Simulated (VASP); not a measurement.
Write the native input for VASP 6.6.1 that does the following.

```yaml
Task: relaxation of cell and atoms
Functional: PBE
Potentials_or_basis: VASP PAW PBE potentials, release 64 (Li_sv)
Cutoff: 600 eV
k_mesh: 8 × 8 × 8
Occupations: gaussian, width 0.1 eV
Spin: no spin polarisation
Dipole_correction: no
Further_INCAR_settings: ALGO = Fast; EDIFF = 1e-07; IBRION = 2; EDIFFG = -0.01; NSW = 100; ISIF = 3
```

The structure of Li lies in POSCAR:

```
Li
1.0
    5.4529986000      0.0000000000      0.0000000000
    0.0000000000      5.4529986000      0.0000000000
    0.0000000000      0.0000000000      5.4529986000
Li
8
Direct
    0.5000000000      0.5000000000      0.5000000000
    0.0000000000      0.0000000000      0.0000000000
    0.2500000000      0.0000000000      0.5000000000
    0.5000000000      0.2500000000      0.0000000000
    0.5000000000      0.7500000000      0.0000000000
    0.7500000000      0.0000000000      0.5000000000
    0.0000000000      0.5000000000      0.7500000000
    0.0000000000      0.5000000000      0.2500000000
```

The cell was built from a structure type or drawn by symmetry, and may not be a known phase.

One way to write it, as run:

INCAR

```
PREC     = Accurate       # precision mode
ENCUT    = 600            # plane-wave cutoff, eV
EDIFF    = 1E-7           # SCF threshold, eV
ISMEAR   = 0              # smearing method
SIGMA    = 0.1            # smearing width, eV
LREAL    = False          # projectors in reciprocal space
LASPH    = True           # aspherical terms in the spheres
NELM     = 100            # most SCF steps
ALGO     = Fast           # electronic algorithm
ISIF     = 3              # what is computed and relaxed
LWAVE    = False          # write WAVECAR
LCHARG   = False          # write CHGCAR
GGA      = PE             # functional
IBRION   = 2              # ionic algorithm
NSW      = 100            # ionic steps
EDIFFG   = -0.01          # ionic threshold
```

KPOINTS

```
Automatic mesh
0
Gamma
  8 8 8
```

Potentials or basis: VASP PAW PBE potentials, release 64 (Li_sv).

The run is started by

```sh
$ cat potpaw_PBE.64/Li_sv/POTCAR > POTCAR
$ mpirun -np 1 vasp_std > vasp.out
```

It gave:

| Property | Result |
| --- | --- |
| Relaxed volume | 20.10 Å³/atom |
| Relaxed cell | a = 5.438 Å, b = 5.438 Å, c = 5.438 Å, α = 90.00°, β = 90.00°, γ = 90.00° |
| Space group after relaxing (to 0.1 Å) | Pm-3n (No. 223) |
| Energy gained by relaxing | 0.1 meV/atom |
| Ionic steps | 3 |
| Pressure after relaxing | 0.0 GPa |
| Band gap on the k mesh | zero (bands 12 and 13 overlap by 1.12 eV) |

Caveat: the cutoff is under 1.25 times the usual one of these potentials, so pressure, stress and relaxed cells hold a basis-set (Pulay) error.

Wall time 2.9 min on 1 thread of Intel(R) Xeon(R) 6975P-C (Granite Rapids) (shared host), peak memory 0.36 GiB.
